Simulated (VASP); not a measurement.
Crystal: CuRu.

```
CELL_PARAMETERS angstrom
0.00000 3.02484 3.02484
3.02484 0.00000 3.02484
3.02484 3.02484 0.00000
ATOMIC_POSITIONS crystal
Cu 0.50000 0.50000 0.50000
Cu 0.75000 0.75000 0.75000
Ru 0.00000 0.00000 0.00000
Ru 0.25000 0.25000 0.25000
```

* Program: VASP 6.6.1
* Task: relaxation of cell and atoms
* Functional: PBE
* Potentials or basis: VASP PAW PBE potentials, release 64 (Cu, Ru_pv)
* Cutoff: 600 eV
* k mesh: 6 × 6 × 6
* Occupations: gaussian, width 0.1 eV
* Spin: no spin polarisation

At the start: pressure -9.2 GPa; volume 13.84 Å³/atom.

How do energy, volume and symmetry change on relaxing?

Over 3 steps the energy falls by 19.9 meV/atom and the volume is 13.19 Å³/atom (-4.7 %); space group Fd-3m (No. 227, to 0.1 Å) before and after.

Step by step:
```
step  energy change (eV)  largest force (eV/Å)  pressure (GPa)  volume (Å³)
   1              0.0000                0.0000           -9.23        55.35
   2              0.0966                0.0000           17.11        49.21
   3             -0.0795                0.0000           -0.10        52.77
```

Final structure:
```xyz
4
Lattice="0.0000 2.9770 2.9770 2.9770 0.0000 2.9770 2.9770 2.9770 0.0000" Properties=species:S:1:pos:R:3 pbc="T T T"
Cu    2.9770    2.9770    2.9770
Cu    4.4655    4.4655    4.4655
Ru    0.0000    0.0000    0.0000
Ru    1.4885    1.4885    1.4885
```
